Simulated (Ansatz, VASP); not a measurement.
Two plane-wave programs on FeGe

The input POSCAR:

```
FeGe
1.0
    3.0161694870      0.0000000000      0.0000000000
    0.0000000000      3.0161694870      0.0000000000
    0.0000000000      0.0000000000      3.0161694870
Fe Ge
1 1
Direct
    0.0000000000      0.0000000000      0.0000000000
    0.4633440200      0.4507515000      0.4535288900
```

File INCAR.step1:

```
PREC = Accurate
ENCUT = 520
ISMEAR = 0
SIGMA = 0.05
LREAL = False
LASPH = True
NELM = 150
ISPIN = 2
MAGMOM = 4 0
LMAXMIX = 4
NBANDS = 22
GGA = PE
ALGO = Normal
EDIFF = 1E-4
LWAVE = True
LCHARG = False
```

File INCAR.step2:

```
PREC = Accurate
ENCUT = 520
EDIFF = 1E-6
ISMEAR = 0
SIGMA = 0.05
LREAL = False
LASPH = True
NELM = 150
ALGO = Normal
ISIF = 2
LWAVE = False
LCHARG = False
ISPIN = 2
MAGMOM = 4 0
LORBIT = 11
LMAXMIX = 4
METAGGA = R2SCAN
LMIXTAU = True
NBANDS = 22
ISTART = 1
```

File KPOINTS:

```
regular mesh
0
Gamma
  3 3 3
```

Input for Ansatz:

```yaml
crystal:
  lattice:
    - [3.016169487, 0.0, 0.0]
    - [0.0, 3.016169487, 0.0]
    - [0.0, 0.0, 3.016169487]
  atoms:
    - { symbol: Fe, position: [0.0, 0.0, 0.0], spin: 4.0 }
    - { symbol: Ge, position: [0.46334402, 0.4507515, 0.45352889], spin: 0.0 }
kpoints:
  mp_grid: { grid: [3, 3, 3], shift: [0, 0, 0] }
hamiltonian:
  xc: r2scan
  dispersion: none
  pseudopotentials: { kind: nc }
scf:
  occupations: { method: gaussian, width: "0.05 eV" }
magnetization:
  spin_polarized: true
```

Alike in both runs: task single point; functional r2SCAN; k mesh 3 × 3 × 3; collinear spin.

|  | VASP | Ansatz |
| --- | --- | --- |
| version | VASP 6.6.1 | Ansatz development build ahead of 0.2.0 |
| potentials or method | VASP PAW PBE potentials, release 64 (Fe, Ge_d) | norm-conserving potentials, plane waves, scalar-relativistic |
| plane-wave cutoff (eV) | 520 | 1225 |
| occupations | gaussian, width 0.05 eV | gaussian |

Ansatz gave:

- net moment per atom (μB): 1.37
- size of the moment on the site where the two differ most (μB): 2.68

What did VASP give for the same quantities?

net moment per atom (μB): 0.96; size of the moment on the site where the two differ most (μB): 1.97.

The net moments are unlike, so the other rows may belong to different states. VASP's potentials were made for PBE, not for r2SCAN. Site moments also hang on the region over which each program counts them. Ansatz's warnings: stability check not made.

The k mesh is coarse, so the values compare programs but aren't converged.
